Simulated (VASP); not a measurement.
Runs of VASP 6.6.1 on PbS (Galena). The structure is that of space group Fm-3m (No. 225), or close to it. The cells are those of the table. 

| task | cell | cutoff (eV) | pressure (GPa) |
| --- | --- | --- | --- |
| single point | a = 4.025 Å, angles 60.0°, 2 atoms | 520 | 6.1 |
| relaxation of cell and atoms | relaxed to 2 GPa from a = 4.194 Å, angles 60.0°, 2 atoms | 600 | 2.0 |
| relaxation of cell and atoms | relaxed to 8 GPa from a = 4.194 Å, angles 60.0°, 2 atoms | 600 | 7.7 |
| relaxation of cell and atoms | relaxed to 6 GPa from a = 4.194 Å, angles 60.0°, 2 atoms | 600 | 5.9 |
| single point | a = 3.995 Å, angles 60.0°, 2 atoms | 520 | 8.1 |
| single point | a = 4.057 Å, angles 60.0°, 2 atoms | 520 | (a) |
| relaxation of cell and atoms | relaxed from a = 4.194 Å, angles 60.0°, 2 atoms | 600 | 0.0 |
| single point | a = 4.092 Å, angles 60.0°, 2 atoms | 520 | 2.0 |
| relaxation of cell and atoms | relaxed to 4 GPa from a = 4.194 Å, angles 60.0°, 2 atoms | 600 | 3.9 |
| single point | a = 4.131 Å, angles 60.0°, 2 atoms | 520 | 0.1 |

Alike in all rows: level LDA; potentials or basis VASP PAW LDA potentials, release 64 (Pb_d, S); no spin polarisation; k mesh 7 × 7 × 7; smearing gaussian 0.01 eV.

Problem. Estimate the missing entries.

Solution. (a) 4.0.

Caveats: the cell is relaxed towards a set pressure, so the enthalpy falls and the energy may rise (some runs).
